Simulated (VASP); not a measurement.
# MgSi3N2 (P6mm) in VASP: a series of runs, part 2 of 2

VASP 6.6.1. Earlier steps stand in the parts before.

## Step 3: Single point, PBE

This run uses another cell than the first one, of 16.59 Å³/atom.

Contents of INCAR:

```
ALGO     = Normal         # electronic algorithm
EDIFF    = 1E-7           # SCF threshold, eV
ENCUT    = 520            # plane-wave cutoff, eV
GGA      = PE             # functional
ISIF     = 2              # what is computed and relaxed
ISMEAR   = 0              # smearing method
LASPH    = True           # aspherical terms in the spheres
LCHARG   = True           # write CHGCAR
LELF     = True           # ELF
LREAL    = False          # projectors in reciprocal space
LVHAR    = True         
LWAVE    = False          # write WAVECAR
NBANDS   = 21             # bands
NELM     = 80             # most SCF steps
PREC     = Accurate       # precision mode
SIGMA    = 0.1            # smearing width, eV
```

Contents of KPOINTS:

```
k-points
0
Gamma
  6 6 6
```

Contents of POSCAR:

```
MgSi3N2
1.0
    5.1973212218     -0.0000000030      0.0000000000
   -2.5986606083      4.5010122112      0.0000000000
    0.0000000000      0.0000000000      4.2563396057
Mg Si N
1 3 2
Direct
    0.0000000000      0.0000000000      0.6951135259
    0.5000000000      0.5000000000      0.3952523979
    0.5000000000      0.0000000000      0.3952523979
    0.0000000000      0.5000000000      0.3952523979
    0.6666666667      0.3333333333      1.1563831152
    0.3333333333      0.6666666667      1.1563831152
```

Potentials or basis: VASP PAW PBE potentials, release 64 (Mg, Si, N).

On the command line:

```console
cat potpaw_PBE.64/Mg/POTCAR potpaw_PBE.64/Si/POTCAR potpaw_PBE.64/N/POTCAR > POTCAR
mpirun -np 1 vasp_std > vasp.out
```

OUTCAR:

```text
EDIFF = 1E-7
   ENCUT = 520
   GGA = PE
   ISIF = 2
   ISMEAR = 0
   LASPH = True
   LREAL = False
   NELM = 80
   PREC = Accurate

 ion  position               nearest neighbor table
   1  0.000  0.000  0.695-   4 2.90   4 2.90   2 2.90   2 2.90   3 2.90   3 2.90
   2  0.500  0.500  0.395-   5 1.81   6 1.81   3 2.60   3 2.60   4 2.60   4 2.60   1 2.90   1 2.90

   3  0.500  0.000  0.395-   5 1.81   6 1.81   2 2.60   2 2.60   4 2.60   4 2.60   1 2.90   1 2.90

   4  0.000  0.500  0.395-   5 1.81   6 1.81   3 2.60   3 2.60   2 2.60   2 2.60   1 2.90   1 2.90

   5  0.667  0.333  0.156-   3 1.81   4 1.81   2 1.81
   6  0.333  0.667  0.156-   3 1.81   4 1.81   2 1.81

  LATTYP: Found a hexagonal cell.
 ALAT       =     5.1973212218
 C/A-ratio  =     0.8189487284

  Lattice vectors:

 A1 = (   5.1973212218,  -0.0000000030,   0.0000000000)
 A2 = (  -2.5986606083,   4.5010122112,   0.0000000000)
 A3 = (   0.0000000000,   0.0000000000,   4.2563396057)

Analysis of symmetry for initial positions (statically):
=====================================================================
 Subroutine PRICEL returns:
 Original cell was already a primitive cell.

 Routine SETGRP: Setting up the symmetry group for a
 hexagonal supercell.

 Subroutine GETGRP returns: Found 12 space group operations
 (whereof 12 operations were pure point group operations)
 out of a pool of 24 trial point group operations.

The static configuration has the point symmetry C_6v.

Analysis of symmetry for dynamics (positions and initial velocities):
=====================================================================
 Subroutine PRICEL returns:
 Original cell was already a primitive cell.

[... 131 lines left out ...]
   EFERMI_NEDOS =   21; number of points for ismear=-14 and -15
   IALGO  =     38    algorithm
   IMIX   =      4    mixing-type and parameters
     AMIX     =   0.40;   BMIX     =  1.00
     AMIX_MAG =   1.60;   BMIX_MAG =  1.00
  volume/ion in A,a.u.               =      16.59       111.99
  Fermi-wavevector in a.u.,A,eV,Ry     =   1.018834  1.925316 14.123144  1.038022
  Thomas-Fermi vector in A             =   2.152313
   LORBIT       =      0    0 simple, 1 ext, 2 COOP (PROOUT), +10 PAW based schemes
   GGA     = PE    functional components
   LHFCALC =     F    Hartree Fock is set to
   AEXX    =    0.0000 exact exchange contribution
   IVDW    =     0    specifies the selected vdW correction
   LEPSILON=     F    determine dielectric tensor
   LRPA    =     F    only Hartree local field effects (RPA)
 non-spin polarized calculation
 Gauss-broadening in eV      SIGMA  =   0.10
  energy-cutoff  :      520.00
  volume of cell :       99.57
 maximum number of plane-waves:      2704
 NGX is ok and might be reduce to    40
   NGX = 19   NGY = 19   NGZ = 15

 number of electron      23.9999999 magnetization

 Free energy of the ion-electron system (eV)
  ---------------------------------------------------
  ext. energy  EPLUGINS =         0.00000000
  ---------------------------------------------------
  free energy    TOTEN  =       -32.55298384 eV

  energy without entropy =      -32.54115056  energy(sigma->0) =      -32.54706720

 E-fermi :   4.8618     XC(G=0):  -9.3319

 val. band max:        4.8568489366   @ k =   0.3333  -0.0000   0.5000
 cond. band min:       4.9071517318   @ k =   0.1667   0.1667   0.0000
 fundamental gap:      0.0503027952
 Fermi energy:         4.8617944659

 k-point     1 :       0.0000    0.0000    0.0000
  band No.  band energies     occupation
      1     -12.7779      2.00000
      2     -11.0860      2.00000
      3      -3.2384      2.00000
      4      -3.2384      2.00000
      5      -2.4977      2.00000
      6      -0.8907      2.00000
[... 565 lines left out ...]
     20      11.0913      0.00000
     21      12.0398      0.00000

 [... further k-points ...]

------------------------ aborting loop because EDIFF is reached ----------------------------------------

  FORCE on cell =-STRESS in cart. coord.  units (eV):
  Direction    XX          YY          ZZ          XY          YZ          ZX
  --------------------------------------------------------------------------------------
  -------------------------------------------------------------------------------------
  Total       -0.0549447     -0.0549447      0.0740148     -0.0000000     -0.0000000      0.0000000
  in kB       -0.8841182     -0.8841182      1.1909764     -0.0000000     -0.0000000      0.0000000
  external PRESSURE =      -0.1924200 kB  Pullay stress =       0.0000000 kB

 VOLUME and BASIS-vectors are now :
 -----------------------------------------------------------------------------
  energy-cutoff  :      520.00
  volume of cell :       99.57
      direct lattice vectors                 reciprocal lattice vectors
     5.197321222 -0.000000003  0.000000000     0.192406811  0.111086124  0.000000000
    -2.598660608  4.501012211  0.000000000     0.000000000  0.222172248  0.000000000
     0.000000000  0.000000000  4.256339606     0.000000000  0.000000000  0.234943659

 POSITION                                       TOTAL-FORCE (eV/Angst)
 -----------------------------------------------------------------------------------
      0.00000      0.00000      2.95864        -0.000000     -0.000000     -0.020343
      1.29933      2.25051      1.68233        -0.000000      0.000000      0.002100
      2.59866     -0.00000      1.68233         0.000000     -0.000000      0.002100
     -1.29933      2.25051      1.68233         0.000000     -0.000000      0.002100
      2.59866      1.50034      0.66562         0.000000     -0.000000      0.007022
      0.00000      3.00067      0.66562        -0.000000     -0.000000      0.007022
 -----------------------------------------------------------------------------------
    total drift:                               -0.000000     -0.000000      0.000630

  FREE ENERGIE OF THE ION-ELECTRON SYSTEM (eV)
  ---------------------------------------------------
  free  energy   TOTEN  =       -32.5529838439 eV

  energy  without entropy=      -32.5411505576  energy(sigma->0) =      -32.54706720
```

OSZICAR:

```text
N       E                     dE             d eps       ncg     rms          rms(c)
DAV:   1     0.838765983495E+02    0.83877E+02   -0.10073E+04  1176   0.962E+02
DAV:   2    -0.285484817045E+02   -0.11243E+03   -0.10815E+03  1551   0.184E+02
DAV:   3    -0.374919769680E+02   -0.89435E+01   -0.88651E+01  1476   0.534E+01
DAV:   4    -0.376185035781E+02   -0.12653E+00   -0.12634E+00  1514   0.734E+00
DAV:   5    -0.376200677504E+02   -0.15642E-02   -0.15640E-02  1479   0.776E-01    0.142E+01
DAV:   6    -0.326341703431E+02    0.49859E+01   -0.19479E+01  1405   0.284E+01    0.759E+00
DAV:   7    -0.326450962160E+02   -0.10926E-01   -0.22496E+00  1341   0.966E+00    0.361E+00
DAV:   8    -0.325724187236E+02    0.72677E-01   -0.40841E-01  1417   0.353E+00    0.124E+00
DAV:   9    -0.325530050813E+02    0.19414E-01   -0.89614E-02  1516   0.183E+00    0.339E-01
DAV:  10    -0.325529078871E+02    0.97194E-04   -0.98634E-03  1376   0.579E-01    0.163E-01
DAV:  11    -0.325529883142E+02   -0.80427E-04   -0.11728E-03  1450   0.208E-01    0.831E-02
DAV:  12    -0.325530013877E+02   -0.13073E-04   -0.31990E-04  1401   0.107E-01    0.279E-02
DAV:  13    -0.325529826997E+02    0.18688E-04   -0.85647E-05  1443   0.614E-02    0.422E-03
DAV:  14    -0.325529839877E+02   -0.12880E-05   -0.12735E-05  1396   0.198E-02    0.356E-03
DAV:  15    -0.325529838426E+02    0.14510E-06   -0.13660E-06  1444   0.704E-03    0.106E-03
DAV:  16    -0.325529838439E+02   -0.13288E-08   -0.13699E-07   933   0.282E-03
   1 F= -.32552984E+02 E0= -.32547067E+02  d E =-.118333E-01
```

stdout:

```text
POSCAR found type information on POSCAR MgSiN
 POSCAR found :  3 types and       6 ions
 scaLAPACK will be used
 LDA part: xc-table for (Slater+PW92), standard interpolation
 POSCAR, INCAR and KPOINTS ok, starting setup
 FFT: planning ... GRIDC
 FFT: planning ... GRID_SOFT
 FFT: planning ... GRID
 WAVECAR not read
 entering main loop
```

Run time: 63 s. Hardware: 1 thread of Intel Xeon Platinum 8259CL at 2.50GHz (Skylake/Cascade Lake), shared host; peak memory 0.24 GiB.

Results:

* Free energy: -32.5530 eV
* Pressure: 0.0 GPa
* Largest force: 0.020 eV/Å
* Band gap on the k mesh: zero (bands 12 and 13 overlap by 0.96 eV)

Forces on the atoms (eV/Å):
```
Mg   0.000  0.000 -0.020
Si   0.000  0.000  0.002
Si   0.000  0.000  0.002
Si   0.000  0.000  0.002
N    0.000  0.000  0.007
N    0.000  0.000  0.007
```

Stress tensor (GPa, compression positive):
```
-0.09  0.00  0.00
 0.00 -0.09  0.00
 0.00  0.00  0.12
```

Levels at points of the mesh, in eV from the Fermi level:
```tsv
k point	band 9	band 10	band 11	band 12	band 13	band 14	band 15	band 16
(0.00, 0.00, 0.00)	-4.05	-0.36	-0.36	-0.33	-0.33	-0.11	1.85	3.80
(0.50, 0.00, 0.00)	-2.84	-2.62	-1.50	-1.29	1.66	2.48	2.90	3.25
(0.00, 0.00, 0.50)	-2.37	-1.30	-1.30	-0.65	-0.65	-0.13	2.97	3.77
(0.50, 0.00, 0.50)	-2.94	-2.39	-0.90	-0.14	1.24	1.76	2.77	2.92
```

The gap in the log of VASP goes by the Fermi energy; the results here count the filled bands.